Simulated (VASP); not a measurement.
Set up this calculation in VASP 6.6.1, as the native input.

| Property | Result |
| --- | --- |
| Task | relaxation of cell and atoms |
| Functional | PBE |
| Dispersion | D4 |
| Potentials or basis | VASP PAW PBE potentials, release 64 (C) |
| Cutoff | 600 eV |
| k mesh | 6 × 6 × 20 |
| Occupations | fermi-dirac, width 0.05 eV |
| Spin | no spin polarisation |
| Dipole correction | no |
| Further INCAR settings | ALGO = Normal; EDIFF = 1e-07; IBRION = 2; EDIFFG = -0.01; NSW = 60; ISIF = 3 |

The structure of C lies in POSCAR:

```
C
1.0
    4.2551700000      0.0000000000      0.0000000000
    0.0000000000      4.2551700000      0.0000000000
    0.0000000000      0.0000000000      1.2822900000
C
1
Direct
    0.5000000000      0.5000000000      0.5000000000
```

One way to write it, as run:

INCAR

```
PREC = Accurate ; ENCUT = 600
EDIFF = 1E-7 ; ISMEAR = -1
SIGMA = 0.05 ; LREAL = False
LASPH = True ; NELM = 100
ALGO = Normal ; ISIF = 3
LWAVE = False ; LCHARG = False
GGA = PE ; IVDW = 13
IBRION = 2 ; NSW = 60
EDIFFG = -0.01
```

KPOINTS

```
regular mesh
0
Gamma
  6 6 20
```

Potentials or basis: VASP PAW PBE potentials, release 64 (C).

Command:

```bash
$ cat potpaw_PBE.64/C/POTCAR > POTCAR
$ mpirun -np 1 vasp_std > vasp.out
```

It gave:

| Quantity | Value |
| --- | --- |
| Relaxed volume | 13.72 Å³/atom |
| Relaxed cell | a = 3.273 Å, b = 3.273 Å, c = 1.281 Å, α = 90.00°, β = 90.00°, γ = 90.00° |
| Space group after relaxing (to 0.05 Å) | P4/mmm (No. 123) |
| Energy gained by relaxing | 79.6 meV/atom |
| Ionic steps | 22 |
| Pressure after relaxing | 0.0 GPa |
| Band gap on the k mesh | zero (band 2 reaches 10.22 eV, above the bottom of band 3 at -5.31 eV) |
| Dispersion energy per atom | -0.122 eV |

Caveat: the volume moved by over 15 % at a fixed basis, so the end points are rough; pairwise dispersion overbinds metals, which lowers pressure and volume.

Wall time 110 s on 1 thread of Intel(R) Xeon(R) Platinum 8259CL CPU @ 2.50GHz (Skylake/Cascade Lake), on a shared host, peak memory 0.14 GiB.
